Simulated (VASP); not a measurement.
B2SbP3:

```
B Sb P
1.0
     4.50961    0.00000    0.00000
     0.00000    4.50961    0.00000
     0.00000    0.00000    5.54848
B Sb P
2 1 3
Direct
  0.00000 0.50000 0.00000
  0.50000 0.00000 0.00000
  0.00000 0.00000 0.50000
  0.00000 0.50000 0.50000
  0.50000 0.00000 0.50000
  0.50000 0.50000 0.50000
```

The cell was built from a structure type or drawn by symmetry, and may not be a known phase.

```yaml
Program: VASP 6.6.1
Task: relaxation of cell and atoms
Functional: PBE
Potentials_or_basis: VASP PAW PBE potentials, release 64 (B, Sb, P)
Cutoff: 600 eV
k_mesh: 4 × 4 × 4
Occupations: gaussian, width 0.1 eV
Spin: no spin polarisation
```

At the start: pressure 17.5 GPa; volume 18.81 Å³/atom.

Where does the relaxation end?

Over 14 steps the energy falls by 1238.1 meV/atom and the volume is 17.66 Å³/atom (-6.1 %); space group P4/mmm (No. 123, to 0.1 Å) before and after.

Step by step:
| step | energy change (eV) | largest force (eV/Å) | pressure (GPa) | volume (Å³) |
| --- | --- | --- | --- | --- |
| 1 | 0.0000 | 0.0000 | 17.54 | 112.84 |
| 2 | -3.6579 | 0.0000 | -8.62 | 146.99 |
| 3 | -3.6472 | 0.0000 | -7.72 | 144.46 |
| 4 | -5.5058 | 0.0000 | -8.28 | 128.70 |
| 5 | -6.5982 | 0.0000 | -8.98 | 118.97 |
| 6 | -5.7729 | 0.0000 | 20.22 | 98.20 |
| 7 | -7.1595 | 0.0000 | -6.13 | 113.96 |
| 8 | -7.3338 | 0.0000 | 1.48 | 106.20 |
| 9 | -7.4101 | 0.0000 | -1.49 | 108.98 |
| 10 | -7.4041 | 0.0000 | -2.20 | 109.75 |
| 11 | -7.4231 | 0.0000 | -0.61 | 106.42 |
| 12 | -7.4233 | 0.0000 | -0.76 | 106.73 |
| 13 | -7.4261 | 0.0000 | 0.67 | 105.44 |
| 14 | -7.4285 | 0.0000 | 0.09 | 105.98 |

Final structure:
```
B Sb P
1.0
     5.39096    0.00000    0.00000
     0.00000    5.39096    0.00000
     0.00000    0.00000    3.64659
B Sb P
2 1 3
Direct
  0.00000 0.50000 0.00000
  0.50000 0.00000 0.00000
  0.00000 0.00000 0.50000
  0.00000 0.50000 0.50000
  0.50000 0.00000 0.50000
  0.50000 0.50000 0.50000
```

Caveat: a cell axis changed by over 15 % at a fixed basis, so the end point is rough.
